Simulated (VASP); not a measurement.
# SnO2 (R-3m) in VASP: a series of runs

SnO2 is run at these levels: PBEsol; tasks: single point.

Everything below comes from runs of VASP 6.6.1. Logs are shortened: lines on timing, memory, paths and dates and some standing lists are left out, and cuts for length are marked.

### Step 1. The cell of the first run

Symmetry: R-3m, No. 166, trigonal system. The conventional cell has a = 3.294 Å, b = 3.294 Å, c = 13.575 Å, α = 90.00°, β = 90.00°, γ = 120.00°. Sn (site symmetry -3m) has 6 O at 2.05 Å within 2.7 Å. O (site symmetry 3m) has 3 Sn at 2.05 Å and 3 O at 2.43 Å within 2.7 Å.

### Step 2. Single point, PBEsol (atoms shifted along a free coordinate)

The input, INCAR:

```
PREC     = Accurate       # precision mode
ENCUT    = 520            # plane-wave cutoff, eV
EDIFF    = 1E-7           # SCF threshold, eV
ISMEAR   = 0              # smearing method
SIGMA    = 0.05           # smearing width, eV
LREAL    = False          # projectors in reciprocal space
LASPH    = True           # aspherical terms in the spheres
NELM     = 60             # most SCF steps
ALGO     = Normal         # electronic algorithm
ISIF     = 2              # what is computed and relaxed
LWAVE    = False          # write WAVECAR
LCHARG   = False          # write CHGCAR
GGA      = PS             # functional
NBANDS   = 20             # bands
```

The input, KPOINTS:

```
regular mesh
0
Gamma
  12 12 12
```

The input, POSCAR:

```
SnO2
1.0
    1.6471025567      0.9509551045      4.5249357463
   -1.6471025567      0.9509551045      4.5249357463
    0.0000000000     -1.9019102089      4.5249357463
Sn O
1 2
Direct
    0.5000000000      0.5000000000      0.5000000000
    0.2223917300      0.2223917300      0.2223917300
    0.7776082700      0.7776082700      0.7776082700
```

Potentials or basis: VASP PAW PBE potentials, release 64 (Sn_d, O).

The run is started by

```
> cat potpaw_PBE.64/Sn_d/POTCAR potpaw_PBE.64/O/POTCAR > POTCAR
> mpirun -np 1 vasp_std > vasp.out
```

OUTCAR:

```text
PREC = Accurate
   ENCUT = 520
   EDIFF = 1E-7
   ISMEAR = 0
   LREAL = False
   LASPH = True
   NELM = 60
   ISIF = 2
   GGA = PS

 ion  position               nearest neighbor table
   1  0.500  0.500  0.500-   2 2.05   3 2.05   2 2.05   2 2.05   3 2.05   3 2.05
   2  0.222  0.222  0.222-   1 2.05   1 2.05   1 2.05
   3  0.778  0.778  0.778-   1 2.05   1 2.05   1 2.05

  LATTYP: Found a trigonal (rhomboedric) cell.
 ALAT       =     4.9083913812
 COS(alpha) =     0.7747872837

  Lattice vectors:

 A1 = (   1.6471025567,   0.9509551045,   4.5249357463)
 A2 = (  -1.6471025567,   0.9509551045,   4.5249357463)
 A3 = (   0.0000000000,  -1.9019102089,   4.5249357463)

Analysis of symmetry for initial positions (statically):
=====================================================================
 Subroutine PRICEL returns:
 Original cell was already a primitive cell.

 Routine SETGRP: Setting up the symmetry group for a
 trigonal (rhombohedral) supercell.

 Subroutine GETGRP returns: Found 12 space group operations
 (whereof 12 operations were pure point group operations)
 out of a pool of 12 trial point group operations.

The static configuration has the point symmetry D_3d.

Analysis of symmetry for dynamics (positions and initial velocities):
=====================================================================
 Subroutine PRICEL returns:
 Original cell was already a primitive cell.

 Routine SETGRP: Setting up the symmetry group for a
 trigonal (rhombohedral) supercell.

 Subroutine GETGRP returns: Found 12 space group operations
 (whereof 12 operations were pure point group operations)
 out of a pool of 12 trial point group operations.

The dynamic configuration has the point symmetry D_3d.

 Subroutine INISYM returns: Found 12 space group operations
 (whereof 12 operations are pure point group operations),
 and found     1 'primitive' translations

----------------------------------------------------------------------------------------

                                     Primitive cell

  volume of cell :      42.5250

  direct lattice vectors                    reciprocal lattice vectors
     1.647102557  0.950955104  4.524935746     0.303563368  0.175262392  0.073665871
    -1.647102557  0.950955104  4.524935746    -0.303563368  0.175262392  0.073665871
     0.000000000 -1.901910209  4.524935746     0.000000000 -0.350524785  0.073665871

  length of vectors
     4.908391381  4.908391381  4.908391381     0.358181916  0.358181916  0.358181917

[... 81 lines left out ...]
   NELM   =     60;   NELMIN=  2; NELMDL= -5     # of ELM steps
   EDIFF  = 0.1E-06   stopping-criterion for ELM
   LREAL  =      F    real-space projection
   EDIFFG = 0.1E-05   stopping-criterion for IOM
   NSW    =      0    number of steps for IOM
   IBRION =     -1    ionic relax: 0-MD 1-quasi-New 2-CG
   NFREE  =      0    steps in history (QN), initial steepest desc. (CG)
   ISIF   =      2    stress and relaxation
   ISYM   =      2    0-nonsym 1-usesym 2-fastsym
   POTIM  = 0.5000    time-step for ionic-motion
   TEBEG  =    0.0;   TEEND  =   0.0 temperature during run
   PSTRESS=    0.0 pullay stress
   NELECT =      26.0000    total number of electrons
   NUPDOWN=      -1.0000    fix difference up-down
   EMIN   =  10.00;   EMAX   =-10.00  energy-range for DOS
   EFERMI =   0.00;   METHOD = LEGACY
   ISMEAR =     0;   SIGMA  =   0.05  broadening in eV -4-tet -1-fermi 0-gaus
   EFERMI_NEDOS =   21; number of points for ismear=-14 and -15
   IALGO  =     38    algorithm
   IMIX   =      4    mixing-type and parameters
     AMIX     =   0.40;   BMIX     =  1.00
     AMIX_MAG =   1.60;   BMIX_MAG =  1.00
  volume/ion in A,a.u.               =      14.18        95.66
  Fermi-wavevector in a.u.,A,eV,Ry     =   1.389476  2.625730 26.268015  1.930645
  Thomas-Fermi vector in A             =   2.513503
   LORBIT       =      0    0 simple, 1 ext, 2 COOP (PROOUT), +10 PAW based schemes
   GGA     = PS    functional components
   LHFCALC =     F    Hartree Fock is set to
   AEXX    =    0.0000 exact exchange contribution
   IVDW    =     0    specifies the selected vdW correction
   LEPSILON=     F    determine dielectric tensor
   LRPA    =     F    only Hartree local field effects (RPA)
 non-spin polarized calculation
 Gauss-broadening in eV      SIGMA  =   0.05
  energy-cutoff  :      520.00
  volume of cell :       42.53
 maximum number of plane-waves:      1158
 NGX is ok and might be reduce to    40
   NGX = 19   NGY = 19   NGZ = 19

 number of electron      26.0000006 magnetization

 Free energy of the ion-electron system (eV)
  ---------------------------------------------------
  ext. energy  EPLUGINS =         0.00000000
  ---------------------------------------------------
  free energy    TOTEN  =       -18.71440759 eV

  energy without entropy =      -18.71440759  energy(sigma->0) =      -18.71440759

 E-fermi :   3.9266     XC(G=0): -10.2069

 val. band max:        3.7194614681   @ k =  -0.1667   0.4167   0.1667
 cond. band min:       5.4192133289   @ k =   0.0000   0.0000   0.0000
 fundamental gap:      1.6997518607
 Fermi energy:         3.9265855513

 k-point     1 :       0.0000    0.0000    0.0000
  band No.  band energies     occupation
      1     -16.7751      2.00000
      2     -15.9981      2.00000
      3     -15.9981      2.00000
      4     -15.7450      2.00000
      5     -15.7450      2.00000
      6     -14.4377      2.00000
[... 541 lines left out ...]
     19      17.9408      0.00000
     20      18.0697      0.00000

 [... further k-points ...]

------------------------ aborting loop because EDIFF is reached ----------------------------------------

  FORCE on cell =-STRESS in cart. coord.  units (eV):
  Direction    XX          YY          ZZ          XY          YZ          ZX
  --------------------------------------------------------------------------------------
  -------------------------------------------------------------------------------------
  Total        2.9739697      2.9739697      3.6456382      0.0000000      0.0000000      0.0000000
  in kB      112.0476629    112.0476629    137.3535312      0.0000000      0.0000000      0.0000000
  external PRESSURE =     120.4829523 kB  Pullay stress =       0.0000000 kB

 VOLUME and BASIS-vectors are now :
 -----------------------------------------------------------------------------
  energy-cutoff  :      520.00
  volume of cell :       42.53
      direct lattice vectors                 reciprocal lattice vectors
     1.647102557  0.950955104  4.524935746     0.303563368  0.175262392  0.073665871
    -1.647102557  0.950955104  4.524935746    -0.303563368  0.175262392  0.073665871
     0.000000000 -1.901910209  4.524935746     0.000000000 -0.350524785  0.073665871

 POSITION                                       TOTAL-FORCE (eV/Angst)
 -----------------------------------------------------------------------------------
      0.00000      0.00000      6.78740         0.000000      0.000000      0.000000
      0.00000      0.00000      3.01892        -0.000000      0.000000      2.772921
      0.00000      0.00000     10.55588        -0.000000     -0.000000     -2.772921
 -----------------------------------------------------------------------------------
    total drift:                               -0.000000      0.000000     -0.000000

  FREE ENERGIE OF THE ION-ELECTRON SYSTEM (eV)
  ---------------------------------------------------
  free  energy   TOTEN  =       -18.7144075902 eV

  energy  without entropy=      -18.7144075902  energy(sigma->0) =      -18.71440759
```

Run time: 2.4 min. Hardware: 1 thread of Intel Xeon 6975P-C (Granite Rapids), shared host; peak memory 0.31 GiB.

What came out:

| Item | Value |
| --- | --- |
| Free energy | -18.7144 eV |
| Pressure | 12.0 GPa |
| Largest force | 2.773 eV/Å |
| Band gap on the k mesh | 1.70 eV (least direct gap 2.65 eV) |

Forces in eV/Å, atoms in the order of the input:
```
Sn   0.000  0.000  0.000
O    0.000  0.000  2.773
O    0.000  0.000 -2.773
```

Stress tensor (GPa, compression positive):
```
11.20  0.00  0.00
 0.00 11.20  0.00
 0.00  0.00 13.74
```

Levels at points of the mesh, in eV from the valence-band top:
| k point | band 11 | band 12 | band 13 | band 14 | band 15 | band 16 |
| --- | --- | --- | --- | --- | --- | --- |
| (0.00, 0.00, 0.00) | -1.58 | -1.58 | -0.95 | 1.70 | 6.25 | 10.57 |
| (0.50, 0.00, 0.00) | -0.96 | -0.75 | -0.38 | 5.98 | 7.64 | 8.91 |
| (0.50, 0.50, 0.00) | -0.62 | -0.29 | -0.27 | 5.79 | 6.57 | 9.70 |
| (0.50, 0.50, 0.50) | -1.84 | -1.55 | -1.55 | 3.02 | 5.90 | 11.08 |

Caveat: the cell differs from its parent crystal (atoms shifted along a free coordinate); the cell stands under pressure; the PAW data sets were made with another functional, which shifts forces and pressure a little; spin-orbit coupling is left out, which moves the levels of the heavy elements. A k mesh can miss the band edges.

### Step 3. Single point, PBEsol (atoms shifted along a free coordinate)

The input, INCAR:

```
ALGO = Normal ; EDIFF = 1E-6
ENCUT = 520 ; GGA = PS
ISIF = 2 ; ISMEAR = 0
LASPH = T ; LCHARG = T
LELF = T ; LREAL = F
LVHAR = T ; LWAVE = F
NBANDS = 20 ; NELM = 100
PREC = Accurate ; SIGMA = 0.05
```

The input, KPOINTS:

```
k-points
0
Gamma
  12 12 12
```

The input, POSCAR:

```
SnO2
1.0
    1.6471025567      0.9509551045      4.5249357463
   -1.6471025567      0.9509551045      4.5249357463
    0.0000000000     -1.9019102089      4.5249357463
Sn O
1 2
Direct
    0.5000000000      0.5000000000      0.5000000000
    0.2414378084      0.2414378084      0.2414378084
    0.7585621916      0.7585621916      0.7585621916
```

Potentials or basis: VASP PAW PBE potentials, release 64 (Sn_d, O).

The run is started by

```
> cat potpaw_PBE.64/Sn_d/POTCAR potpaw_PBE.64/O/POTCAR > POTCAR
> mpirun -np 1 vasp_std > vasp.out
```

It took 2.4 min on 1 thread of Intel Xeon 6975P-C (Granite Rapids), shared host; peak memory 0.32 GiB.

The run converged. Its results:

| Item | Value |
| --- | --- |
| Free energy | -19.2277 eV |
| Pressure | -10.2 GPa |
| Largest force | 0.680 eV/Å |
| Band gap on the k mesh | 1.26 eV (least direct gap 1.27 eV) |

Forces in eV/Å, atoms in the order of the input:
```
Sn   0.000  0.000  0.000
O    0.000  0.000 -0.680
O    0.000  0.000  0.680
```

Stress tensor (GPa, compression positive):
```
-12.09   0.00   0.00
  0.00 -12.09   0.00
  0.00   0.00  -6.36
```

Levels at points of the mesh, in eV from the valence-band top:
| k point | band 9 | band 10 | band 11 | band 12 | band 13 | band 14 | band 15 | band 16 | band 17 | band 18 |
| --- | --- | --- | --- | --- | --- | --- | --- | --- | --- | --- |
| (0.00, 0.00, 0.00) | -1.38 | -1.38 | -1.12 | -1.12 | -0.01 | 1.26 | 5.17 | 10.19 | 10.19 | 12.01 |
| (0.50, 0.00, 0.00) | -4.08 | -3.00 | -1.66 | -0.83 | -0.82 | 4.73 | 7.33 | 9.38 | 11.93 | 11.94 |
| (0.50, 0.50, 0.00) | -4.45 | -3.18 | -1.09 | -0.56 | -0.05 | 4.36 | 6.34 | 10.16 | 10.73 | 11.88 |
| (0.50, 0.50, 0.50) | -1.54 | -1.51 | -1.51 | -1.02 | -1.02 | 2.93 | 5.26 | 10.48 | 10.48 | 13.01 |

Caveat: the cell differs from its parent crystal (atoms shifted along a free coordinate); the cell stands under tension; the PAW data sets were made with another functional, which shifts forces and pressure a little; spin-orbit coupling is left out, which moves the levels of the heavy elements. A k mesh can miss the band edges.

[end of part 1 of 2]
